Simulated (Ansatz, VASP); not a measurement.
**One calculation of Ir, two programs**

The input INCAR:

```
PREC = Accurate
ENCUT = 520
EDIFF = 1E-7
ISMEAR = 0
SIGMA = 0.15
LREAL = False
LASPH = True
NELM = 80
ALGO = Fast
ISIF = 2
LWAVE = False
LCHARG = False
NBANDS = 10
```

KPOINTS

```
Automatic mesh
0
Gamma
  22 22 22
```

The input POSCAR:

```
Ir
1.0
    0.0000000000      1.8257302191      2.1306271657
    1.8257302191      0.0000000000      2.1306271657
    1.8257302191      1.8257302191      0.0000000000
Ir
1
Direct
    0.0000000000      0.0000000000      0.0000000000
```

Input for Ansatz:

```yaml
crystal:
  lattice:
    - [0.0, 1.8257302191, 2.1306271657]
    - [1.8257302191, 0.0, 2.1306271657]
    - [1.8257302191, 1.8257302191, 0.0]
  atoms:
    - { symbol: Ir, position: [0.0, 0.0, 0.0] }
basis:
  ecutwfc: 420
kpoints:
  mp_grid: { grid: [22, 22, 22] }
hamiltonian:
  xc: lda
  pseudopotentials: { kind: paw, azcp: { folder: soft_1 } }
scf:
  occupations: { method: gaussian, width: 0.15 }
output:
  forces: true
  stress: true
  eigenvalues: true
```

Alike in both runs: task single point; functional LDA; k mesh 22 × 22 × 22; occupations gaussian, width 0.15 eV; no spin polarisation.

|  | VASP | Ansatz |
| --- | --- | --- |
| version | VASP 6.6.1 | Ansatz 0.2.0 |
| potentials or method | VASP PAW LDA potentials, release 64 (Ir), cutoff 520 eV | scalar-relativistic, plane waves, PAW |
| valence electrons in the cell | 9 | 17 |

Ansatz gave:

| Property | Result |
| --- | --- |
| gap on the k mesh at the Fermi level (eV) | none |
| pressure (GPa) | -3.6 |
| traceless stress, the component that is largest in VASP (GPa) | -35.78 |

Problem. Estimate VASP's values.

Solution. gap on the k mesh at the Fermi level (eV): none; pressure (GPa): -1.3; traceless stress, the component that is largest in VASP (GPa): -35.73.

Ansatz warns that its potentials were made for another functional, while VASP's fit it. LDA's correlation is that of Perdew and Zunger in VASP and of Perdew and Wang (1992) in Ansatz. A gap of «none» marks a metal or a gap that the smearing closes. VASP's potentials hold 9 valence electrons a cell and Ansatz's 17, so a difference there can come from the potentials and not from the codes.

Spin-orbit coupling is off throughout.
